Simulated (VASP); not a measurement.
Input of a VASP 6.6.1 run:

INCAR

```
  PREC = Accurate
  ENCUT = 600
  EDIFF = 1E-6
  ISMEAR = 0
  SIGMA = 0.1
  LREAL = F
  LASPH = T
  NELM = 100
  ALGO = Normal
  ISIF = 3
  LWAVE = F
  LCHARG = F
  GGA = PE
  IBRION = 2
  NSW = 100
  EDIFFG = -0.01
```

File KPOINTS:

```
Automatic mesh
0
Gamma
  10 10 8
```

Contents of POSCAR:

```
La3N
1.0
    4.6911980980      0.0000000000      0.0000000000
    0.0000000000      4.6911980980      0.0000000000
    0.0000000000      0.0000000000      6.7483955265
La N
3 1
Direct
    0.5000000000      0.0000000000      0.1001180842
    0.0000000000      0.5000000000      0.1001180842
    0.5000000000      0.5000000000      0.6483505531
    0.5000000000      0.5000000000      0.9807779587
```

Potentials or basis: VASP PAW PBE potentials, release 64 (La, N).

Command:

```console
$ cat potpaw_PBE.64/La/POTCAR potpaw_PBE.64/N/POTCAR > POTCAR
$ mpirun -np 1 vasp_std > vasp.out
```

Q: Estimate the band gap on the k mesh.

A: Zero (bands 19 and 20 overlap by 0.41 eV).

Q: Predict the relaxed volume.

A: 36.87 Å³/atom.

Q: Estimate the relaxed cell.

A: a = 4.684 Å, b = 4.684 Å, c = 6.722 Å, α = 90.00°, β = 90.00°, γ = 90.00°.

Final structure:
```
La N
1.0
     4.68432    0.00000    0.00000
     0.00000    4.68432    0.00000
     0.00000    0.00000    6.72155
La N
3 1
Direct
  0.50000 0.00000 0.10105
  0.00000 0.50000 0.10105
  0.50000 0.50000 0.64632
  0.50000 0.50000 0.98095
```

Caveat: spin-orbit coupling is left out, which moves the levels of the heavy elements.
